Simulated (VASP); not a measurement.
# Te (P-1) in VASP: a series of runs

Runs on Te. Level: PBEsol. Tasks: single point.

Everything below comes from runs of VASP 6.6.1. Logs are shortened: lines on timing, memory, paths and dates and some standing lists are left out, and cuts for length are marked.

**1. The cell of the first run**

The typed cell holds 1 atom: a = 3.115 Å, b = 3.193 Å, c = 3.155 Å, α = 95.31°, β = 92.57°, γ = 93.96°.

**2. Single point, PBEsol**

INCAR

```
SYSTEM = Te
ALGO = Normal
EDIFF = 1E-6
ENCUT = 520
GGA = PS
ISIF = 2
ISMEAR = -1
LASPH = .True.
LCHARG = .False.
LREAL = .False.
LWAVE = .False.
NBANDS = 9
NELM = 100
PREC = Accurate
SIGMA = 0.05
```

KPOINTS

```
k-points
0
Gamma
  7 7 7
  0 0 0
```

POSCAR

```
Te
1.0
    2.2792780528      1.2851964061      1.6909537039
   -2.3325306326      1.3774325799      1.6909537039
    0.0532525797     -2.6626289860      1.6909537039
Te
1
Direct
    0.5000000000      0.5000000000      0.5000000000
```

Potentials or basis: VASP PAW PBE potentials, release 64 (Te).

On the command line:

```sh
cat potpaw_PBE.64/Te/POTCAR > POTCAR
mpirun -np 1 vasp_std > vasp.out
```

OUTCAR:

```text
SYSTEM = Te
   EDIFF = 1E-6
   ENCUT = 520
   GGA = PS
   ISIF = 2
   ISMEAR = -1
   LASPH = .True.
   LREAL = .False.
   NELM = 100
   PREC = Accurate

 ion  position               nearest neighbor table
   1  0.500  0.500  0.500-

  LATTYP: Found a triclinic cell.
 ALAT       =     5.6755090595
 B/A-ratio  =     1.2677464252
 C/A-ratio  =     0.5558338369
 COS(alpha) =     0.0021976450
 COS(beta)  =     0.5832677214
 COS(gamma) =     0.7767730984

  Lattice vectors:

 A1 = (   4.6650612651,  -2.7548651598,   1.6909537039)
 A2 = (   6.8910867382,   1.1929602323,   1.6909537039)
 A3 = (   0.0532525797,  -2.6626289860,   1.6909537039)

Analysis of symmetry for initial positions (statically):
=====================================================================
 Subroutine PRICEL returns:
 Original cell was already a primitive cell.

 Routine SETGRP: Setting up the symmetry group for a
 triclinic supercell.

 Subroutine GETGRP returns: Found  2 space group operations
 (whereof  2 operations were pure point group operations)
 out of a pool of  2 trial point group operations.

The static configuration has the point symmetry S_2 .

Analysis of symmetry for dynamics (positions and initial velocities):
=====================================================================
 Subroutine PRICEL returns:
 Original cell was already a primitive cell.

 Routine SETGRP: Setting up the symmetry group for a
 triclinic supercell.

 Subroutine GETGRP returns: Found  2 space group operations
 (whereof  2 operations were pure point group operations)
 out of a pool of  2 trial point group operations.

The dynamic configuration has the point symmetry S_2 .

 Subroutine INISYM returns: Found  2 space group operations
 (whereof  2 operations are pure point group operations),
 and found     1 'primitive' translations

----------------------------------------------------------------------------------------

                                     Primitive cell

  volume of cell :      31.1337

  direct lattice vectors                    reciprocal lattice vectors
     2.279278053  1.285196406  1.690953704     0.219426228  0.129578078  0.197127415
    -2.332530633  1.377432580  1.690953704    -0.214416642  0.120901220  0.197127415
     0.053252580 -2.662628986  1.690953704    -0.005009586 -0.250479298  0.197127415

  length of vectors
     3.115471501  3.193328059  3.154639977     0.322176296  0.315358240  0.318785496

  position of ions in fractional coordinates (direct lattice)
     0.500000000  0.500000000  0.500000000

  ion indices of the primitive-cell ions
   primitive index   ion index
                 1           1

----------------------------------------------------------------------------------------

 KPOINTS: k-points

Automatic generation of k-mesh.
 Grid dimensions read from file:
 generate k-points for:    7    7    7

 Generating k-lattice:

  Cartesian coordinates                     Fractional coordinates (reciprocal lattice)
     0.031346604  0.018511154  0.028161059     0.142857143  0.000000000 -0.000000000
    -0.030630949  0.017271603  0.028161059     0.000000000  0.142857143 -0.000000000
    -0.000715655 -0.035782757  0.028161059     0.000000000  0.000000000  0.142857143

  Length of vectors
     0.046025185  0.045051177  0.045540785

  Shift w.r.t. Gamma in fractional coordinates (k-lattice)
     0.000000000  0.000000000  0.000000000

 Subroutine IBZKPT returns following result:
 ===========================================

 Found    172 irreducible k-points:

 Following reciprocal coordinates:
            Coordinates               Weight
  0.000000  0.000000  0.000000      1.000000
  0.142857  0.000000  0.000000      2.000000
  0.285714 -0.000000  0.000000      2.000000
  0.428571  0.000000 -0.000000      2.000000
  0.000000  0.142857 -0.000000      2.000000
  0.142857  0.142857 -0.000000      2.000000
[... 16 lines left out ...]
 -0.428571  0.428571 -0.000000      2.000000
 -0.285714  0.428571 -0.000000      2.000000
 [... further k-points ...]
   k-points           NKPTS =    172   k-points in BZ     NKDIM =    172   number of bands    NBANDS=      9
   number of dos      NEDOS =    301   number of ions     NIONS =      1
   total plane-waves  NPLWV =  13824
   dimension x,y,z NGX =    24 NGY =   24 NGZ =   24
   dimension x,y,z NGXF=    48 NGYF=   48 NGZF=   48
   ions per type =               1
   NGX,Y,Z   is equivalent  to a cutoff of  12.81, 12.49, 12.65 a.u.
   NGXF,Y,Z  is equivalent  to a cutoff of  25.61, 24.99, 25.30 a.u.
 SYSTEM =  Te
   PREC   = accura    normal or accurate (medium, high low for compatibility)
   ISTART =      0    job   : 0-new  1-cont  2-samecut
   ICHARG =      2    charge: 1-file 2-atom 10-const
   ISPIN  =      1    spin polarized calculation?
   LNONCOLLINEAR =      F non collinear calculations
   LSORBIT =      F    spin-orbit coupling
   LASPH  =      T    aspherical Exc in radial PAW
   ENCUT  =  520.0 eV  38.22 Ry    6.18 a.u.   5.79  5.94  5.87*2*pi/ulx,y,z
   NELM   =    100;   NELMIN=  2; NELMDL= -5     # of ELM steps
   EDIFF  = 0.1E-05   stopping-criterion for ELM
   LREAL  =      F    real-space projection
   EDIFFG = 0.1E-04   stopping-criterion for IOM
   NSW    =      0    number of steps for IOM
   IBRION =     -1    ionic relax: 0-MD 1-quasi-New 2-CG
   NFREE  =      0    steps in history (QN), initial steepest desc. (CG)
   ISIF   =      2    stress and relaxation
   ISYM   =      2    0-nonsym 1-usesym 2-fastsym
   POTIM  = 0.5000    time-step for ionic-motion
   TEBEG  =    0.0;   TEEND  =   0.0 temperature during run
   PSTRESS=    0.0 pullay stress
   NELECT =       6.0000    total number of electrons
   NUPDOWN=      -1.0000    fix difference up-down
   EMIN   =  10.00;   EMAX   =-10.00  energy-range for DOS
   EFERMI =   0.00;   METHOD = LEGACY
   ISMEAR =    -1;   SIGMA  =   0.05  broadening in eV -4-tet -1-fermi 0-gaus
   EFERMI_NEDOS =   21; number of points for ismear=-14 and -15
   IALGO  =     38    algorithm
   IMIX   =      4    mixing-type and parameters
     AMIX     =   0.40;   BMIX     =  1.00
     AMIX_MAG =   1.60;   BMIX_MAG =  1.00
  volume/ion in A,a.u.               =      31.13       210.10
  Fermi-wavevector in a.u.,A,eV,Ry     =   0.945616  1.786955 12.166191  0.894190
  Thomas-Fermi vector in A             =   2.073535
   LORBIT       =      0    0 simple, 1 ext, 2 COOP (PROOUT), +10 PAW based schemes
   GGA     = PS    functional components
   LHFCALC =     F    Hartree Fock is set to
   AEXX    =    0.0000 exact exchange contribution
   IVDW    =     0    specifies the selected vdW correction
   LEPSILON=     F    determine dielectric tensor
   LRPA    =     F    only Hartree local field effects (RPA)
 non-spin polarized calculation
  energy-cutoff  :      520.00
  volume of cell :       31.13
 maximum number of plane-waves:       853
   NGX = 11   NGY = 11   NGZ = 11

 number of electron       5.9999999 magnetization

 Free energy of the ion-electron system (eV)
  ---------------------------------------------------
  ext. energy  EPLUGINS =         0.00000000
  ---------------------------------------------------
  free energy    TOTEN  =        -3.47110183 eV

  energy without entropy =       -3.46494091  energy(sigma->0) =       -3.46802137

 E-fermi :   7.0313     XC(G=0):  -9.6539

 val. band max:        6.9949268675   @ k =   0.0000   0.1429   0.4286
 cond. band min:       7.0507451893   @ k =  -0.1429  -0.1429   0.2857
 fundamental gap:      0.0558183217
 Fermi energy:         7.0313212674

 k-point     1 :       0.0000    0.0000    0.0000
  band No.  band energies     occupation
      1      -7.0495      2.00000
      2       7.8023      0.00000
      3       8.3339      0.00000
      4       8.5534      0.00000
      5      12.8783      0.00000
      6      13.0473      0.00000
      7      13.6135      0.00000
      8      23.0965      0.00000
      9      23.6340      0.00000

 k-point     2 :       0.1429    0.0000    0.0000
  band No.  band energies     occupation
      1      -6.7834      2.00000
      2       6.1389      2.00000
      3       8.0876      0.00000
      4       8.5649      0.00000
      5      13.1512      0.00000
      6      13.4720      0.00000
      7      16.2494      0.00000
      8      21.0005      0.00000
      9      21.6422      0.00000

 k-point     3 :       0.2857   -0.0000    0.0000
  band No.  band energies     occupation
      1      -6.0492      2.00000
      2       3.0094      2.00000
      3       8.6511      0.00000
      4       9.1577      0.00000
      5      13.8534      0.00000
      6      14.3128      0.00000
      7      18.2603      0.00000
      8      19.1041      0.00000
      9      20.3329      0.00000

 k-point     4 :       0.4286    0.0000   -0.0000
  band No.  band energies     occupation
      1      -5.1997      2.00000
      2       0.8696      2.00000
      3       9.2201      0.00000
      4       9.7522      0.00000
      5      14.6066      0.00000
      6      15.6040      0.00000
      7      16.8643      0.00000
      8      17.8795      0.00000
      9      18.5131      0.00000
[... 205 lines left out ...]
 k-point    22 :       0.4286    0.4286   -0.0000
  band No.  band energies     occupation
      1      -3.5401      2.00000
      2       2.0920      2.00000
      3       2.7740      2.00000
      4       9.5187      0.00000
      5      10.7287      0.00000
      6      17.0317      0.00000
      7      19.0791      0.00000
      8      19.3322      0.00000
      9      19.8750      0.00000

 k-point    23 :      -0.4286    0.4286   -0.0000
  band No.  band energies     occupation
      1      -3.6066      2.00000
      2       2.2484      2.00000
      3       2.8728      2.00000
      4       9.2469      0.00000
      5      10.7268      0.00000
      6      16.9605      0.00000
      7      18.7915      0.00000
      8      19.0581      0.00000
      9      20.0896      0.00000

 k-point    24 :      -0.2857    0.4286   -0.0000
  band No.  band energies     occupation
      1      -4.4790      2.00000
      2       2.0036      2.00000
      3       4.6039      2.00000
      4      10.1409      0.00000
      5      11.0177      0.00000
      6      15.8325      0.00000
      7      18.2076      0.00000
      8      20.1459      0.00000
      9      20.5175      0.00000

 [... further k-points ...]
[... 5 lines left out ...]
  --------------------------------------------------------------------------------------
  -------------------------------------------------------------------------------------
  Total       -0.0433543     -0.1050545     -0.0548584      0.0883687      0.0390095      0.0139408
  in kB       -2.2310635     -5.4062256     -2.8230770      4.5475537      2.0074743      0.7174117
  external PRESSURE =      -3.4867887 kB  Pullay stress =       0.0000000 kB

 VOLUME and BASIS-vectors are now :
 -----------------------------------------------------------------------------
  energy-cutoff  :      520.00
  volume of cell :       31.13
      direct lattice vectors                 reciprocal lattice vectors
     2.279278053  1.285196406  1.690953704     0.219426228  0.129578078  0.197127415
    -2.332530633  1.377432580  1.690953704    -0.214416642  0.120901220  0.197127415
     0.053252580 -2.662628986  1.690953704    -0.005009586 -0.250479298  0.197127415

 POSITION                                       TOTAL-FORCE (eV/Angst)
 -----------------------------------------------------------------------------------
     -0.00000      0.00000      2.53643        -0.000000      0.000000      0.000000
 -----------------------------------------------------------------------------------
    total drift:                                0.000000      0.000000     -0.000000

  FREE ENERGIE OF THE ION-ELECTRON SYSTEM (eV)
  ---------------------------------------------------
  free  energy   TOTEN  =        -3.4711018308 eV

  energy  without entropy=       -3.4649409105  energy(sigma->0) =       -3.46802137
```

It took 7.2 s on 1 thread of Intel Xeon 6975P-C (Granite Rapids), shared host; peak memory 0.16 GiB.

What came out:

- Free energy: -3.4711 eV
- Pressure: -0.3 GPa
- Band gap on the k mesh: zero (band 3 reaches 9.29 eV, above the bottom of band 4 at 4.47 eV)

Levels at points of the mesh, in eV from the Fermi level:
```
           k point  band 1  band 2  band 3  band 4  band 5  band 6  band 7  band 8
(0.00, 0.00, 0.00)  -14.08    0.77    1.30    1.52    5.85    6.02    6.58   16.07
```

Caveat: the PAW data sets were made with another functional, which shifts forces and pressure a little; spin-orbit coupling is left out, which moves the levels of the heavy elements.

**3. Single point, PBEsol**

INCAR

```
ALGO = Normal
EDIFF = 1E-6
ENCUT = 520
GGA = PS
ISIF = 2
ISMEAR = -1
LASPH = T
LCHARG = F
LREAL = F
LWAVE = F
NBANDS = 9
NELM = 100
PREC = Accurate
SIGMA = 0.05
```

KPOINTS

```
k-points
0
Gamma
  7 7 7
```

POSCAR

```
Te
1.0
    2.2925911978      1.3082554496      1.6909537039
   -2.3192174876      1.3543735364      1.6909537039
    0.0266262899     -2.6626289860      1.6909537039
Te
1
Direct
    0.5000000000      0.5000000000      0.5000000000
```

Potentials or basis: VASP PAW PBE potentials, release 64 (Te).

On the command line:

```sh
cat potpaw_PBE.64/Te/POTCAR > POTCAR
mpirun -np 1 vasp_std > vasp.out
```

Run time: 7.2 s. Hardware: 1 thread of Intel Xeon 6975P-C (Granite Rapids), shared host; peak memory 0.17 GiB.

Results (log left out):

```
Free energy            : -3.4727 eV
Pressure               : -0.4 GPa
Band gap on the k mesh : zero (band 3 reaches 9.32 eV, above the bottom of band 4 at 4.44 eV)
```

Stress tensor (GPa, compression positive):
```
-0.48  0.32  0.01
 0.32 -0.61  0.09
 0.01  0.09 -0.15
```

Levels at points of the mesh, in eV from the Fermi level:
| k point | band 1 | band 2 | band 3 | band 4 | band 5 | band 6 |
| --- | --- | --- | --- | --- | --- | --- |
| (0.00, 0.00, 0.00) | -14.11 | 0.82 | 1.29 | 1.39 | 5.90 | 5.98 |

Caveat: the PAW data sets were made with another functional, which shifts forces and pressure a little; spin-orbit coupling is left out, which moves the levels of the heavy elements.

(Part 1 of 2 ends here.)
